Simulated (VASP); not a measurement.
A run of VASP 6.6.1 is set up as follows.

POSCAR

```
PbF2
1.0
    0.0000000000      3.0589455000      3.0143977500
    3.0589455000      0.0000000000      3.0143977500
    3.0589455000      3.0589455000      0.0000000000
Pb F
1 2
Direct
    0.0000000000      0.0000000000      0.0000000000
    0.2500000000      0.2500000000      0.2500000000
    0.7500000000      0.7500000000      0.7500000000
```

The input INCAR.step1:

```
PREC = Accurate
ENCUT = 520
ISMEAR = 0
SIGMA = 0.05
LREAL = False
LASPH = True
NELM = 60
NBANDS = 21
GGA = PE
ALGO = Normal
EDIFF = 1E-4
LWAVE = True
LCHARG = False
```

INCAR.step2

```
PREC = Accurate
ENCUT = 520
EDIFF = 1E-7
ISMEAR = 0
SIGMA = 0.05
LREAL = False
LASPH = True
NELM = 60
ALGO = Normal
ISIF = 2
LWAVE = False
LCHARG = False
METAGGA = R2SCAN
LMIXTAU = True
NBANDS = 21
ISTART = 1
```

Contents of KPOINTS:

```
regular mesh
0
Gamma
  8 8 8
```

Potentials or basis: VASP PAW PBE potentials, release 64 (Pb_d, F).

The run is started by

```console
$ cat potpaw_PBE.64/Pb_d/POTCAR potpaw_PBE.64/F/POTCAR > POTCAR
$ cp INCAR.step1 INCAR
$ mpirun -np 1 vasp_std > vasp.out
$ cp INCAR.step2 INCAR
$ mpirun -np 1 vasp_std > vasp.out
```

Problem. What does it give for the band gap on the k mesh?

Solution. 4.88 eV, indirect (least direct gap 5.06 eV).

Problem. Estimate the pressure.

Solution. -5.4 GPa.

Stress tensor (GPa, compression positive):
```
-5.70  0.00  0.00
 0.00 -5.70  0.00
 0.00  0.00 -4.87
```

Caveat: the cell differs from its parent crystal (strain +0.030 along x and y, +0.015 along z); the PAW data sets were made with another functional, which shifts forces and pressure a little; spin-orbit coupling is left out, which moves the levels of the heavy elements. A k mesh can miss the band edges.
